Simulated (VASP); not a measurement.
A run of VASP 6.6.1 is set up as follows.

Contents of INCAR:

```
SYSTEM = Cr
PREC = Accurate
ENCUT = 520
EDIFF = 1E-6
ISMEAR = -1
SIGMA = 0.05
LREAL = .False.
LASPH = .True.
NELM = 150
ALGO = Normal
ISIF = 2
LWAVE = .False.
LCHARG = .False.
ISPIN = 2
MAGMOM = 2.598 -2.598
LORBIT = 11
LMAXMIX = 4
GGA = PE
NBANDS = 23
```

KPOINTS

```
regular mesh
0
Gamma
  17 17 17
  0 0 0
```

The input POSCAR:

```
Cr
1.0
    0.0000000000      2.6245402638      2.6245402638
    2.6245402638      0.0000000000      2.6245402638
    2.6245402638      2.6245402638      0.0000000000
Cr
2
Direct
    0.1250000000      0.1250000000      0.1250000000
    0.8750000000      0.8750000000      0.8750000000
```

Potentials or basis: VASP PAW PBE potentials, release 64 (Cr_pv).

Command:

```sh
$ cat potpaw_PBE.64/Cr_pv/POTCAR > POTCAR
$ mpirun -np 1 vasp_std > vasp.out
```

(1) Estimate the band gap on the k mesh.

(2) Predict the site moments.

(3) What does it give for the pressure?

Results:

(1) zero (filled and empty bands overlap).

(2) Cr +2.59, -2.59 μB.

(3) 4.0 GPa.

Caveat: the cell stands under pressure; an empty level that is flat over the whole mesh can mark a ghost state of the potentials, or a narrow d or f band; the antiferromagnetic order is the one typed at the start, and another may lie lower.
